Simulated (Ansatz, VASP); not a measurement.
## Two plane-wave programs on MoS2

```
Mo S
1.0
     1.56712    0.90477    5.95499
    -1.56712    0.90477    5.95499
     0.00000   -1.80955    5.95499
Mo S
1 2
Direct
  0.00702 0.00702 0.98597
  0.74587 0.74587 0.77737
  0.23313 0.23313 0.26463
```

Change from the starting cell: mode 4 frozen in at +0.000 Å and mode 5 at -0.057 Å (largest displacements).

Alike in both runs: task single point; functional PBE; dispersion D3(BJ); k mesh 15 × 15 × 15; occupations gaussian, width 0.15 eV; no spin polarisation.

```csv
,VASP,Ansatz
version,VASP 6.6.1,Ansatz 0.2.0
potentials or method,"VASP PAW PBE potentials, release 64 (Mo_sv, S), cutoff 520 eV","scalar-relativistic, plane waves, PAW"
valence electrons in the cell,26,26
```

Ansatz gave:

- gap on the k mesh at the Fermi level (eV): none
- pressure (GPa): 0.5
- traceless stress, the component that is largest in VASP (GPa): 0.50
- rms of the force components (eV/Å): 0.315

Problem. Which values does VASP return?

Solution. gap on the k mesh at the Fermi level (eV): none; pressure (GPa): 0.4; traceless stress, the component that is largest in VASP (GPa): 0.51; rms of the force components (eV/Å): 0.313.

Atom by atom the forces differ by 0.006 eV/Å (rms over components). A gap of «none» marks a metal or a gap that the smearing closes.
